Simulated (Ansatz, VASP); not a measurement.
Two plane-wave programs on Al2Cu

```xyz
3
Lattice="-2.1056 2.1056 2.8632 2.1056 -2.1056 2.8632 2.1056 2.1056 -2.8632" Properties=species:S:1:pos:R:3 pbc="T T T"
Al   -0.0529    2.0526    1.4316
Al    2.0526   -0.0529    1.4316
Cu    0.0450    0.0450    2.8632
```

Change from the starting cell: mode 4 frozen in at -0.072 Å, equal normal strain along x and y +0.0400.

Alike in both runs: task single point; functional PBEsol; k mesh 14 × 14 × 14; occupations gaussian, width 0.15 eV; no spin polarisation.

|  | VASP | Ansatz |
| --- | --- | --- |
| version | VASP 6.6.1 | Ansatz 0.2.0 |
| potentials or method | VASP PAW PBE potentials, release 64 (Al, Cu), cutoff 520 eV | scalar-relativistic, plane waves, PAW |
| valence electrons in the cell | 17 | 25 |

|  | VASP | Ansatz | Ansatz less VASP |
| --- | --- | --- | --- |
| gap on the k mesh at the Fermi level (eV) | none | none | - |
| pressure (GPa) | -6.2 | -6.2 | -0.02 |
| traceless stress, the component that is largest in VASP (GPa) | 2.35 | 2.38 | +0.031 |
| rms of the force components (eV/Å) | 0.319 | 0.318 | -0.0013 |

VASP's potentials were made for PBE, not for PBEsol, and Ansatz warns of the same on its side. Atom by atom the forces differ by 0.001 eV/Å (rms over components). A gap of «none» marks a metal or a gap that the smearing closes. With one functional, cell and mesh, what is left measures potentials, basis and numerics. VASP's potentials hold 17 valence electrons a cell and Ansatz's 25, so a difference there can come from the potentials and not from the codes.
